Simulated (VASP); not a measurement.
A run of VASP 6.6.1:

Contents of INCAR:

```
SYSTEM = Ge
PREC = Accurate ; ENCUT = 520
EDIFF = 1E-6 ; ISMEAR = -1
SIGMA = 0.02 ; LREAL = .False.
LASPH = .True. ; NELM = 100
ALGO = Normal ; ISIF = 2
LWAVE = .False. ; LCHARG = .True.
GGA = PE ; LELF = .True.
LVHAR = .True. ; NBANDS = 36
```

KPOINTS

```
Automatic mesh
0
Gamma
  12 12 4
  0 0 0
```

POSCAR

```
Ge
1.0
    3.9976152084      0.0000000000      0.0000000000
   -1.9988076042      3.4620363250      0.0000000000
    0.0000000000      0.0000000000      6.5928195194
Ge
4
Direct
    0.3333333333      0.6666666667      0.0003695991
    0.6666666667      0.3333333333      0.5003695991
    0.3333333333      0.6666666667      0.3746304009
    0.6666666667      0.3333333333      0.8746304009
```

Potentials or basis: VASP PAW PBE potentials, release 64 (Ge_d).

Run with:

```sh
$ cat potpaw_PBE.64/Ge_d/POTCAR > POTCAR
$ mpirun -np 1 vasp_std > vasp.out
```

Hardware: 1 thread of AMD EPYC 7R13, with other jobs on the host.

Q: Estimate the wall time of this run.

A: Wall time 5.9 min on 1 thread of AMD EPYC 7R13, with other jobs on the host, peak memory 0.25 GiB. Counts: scf iterations 12, k points 57.
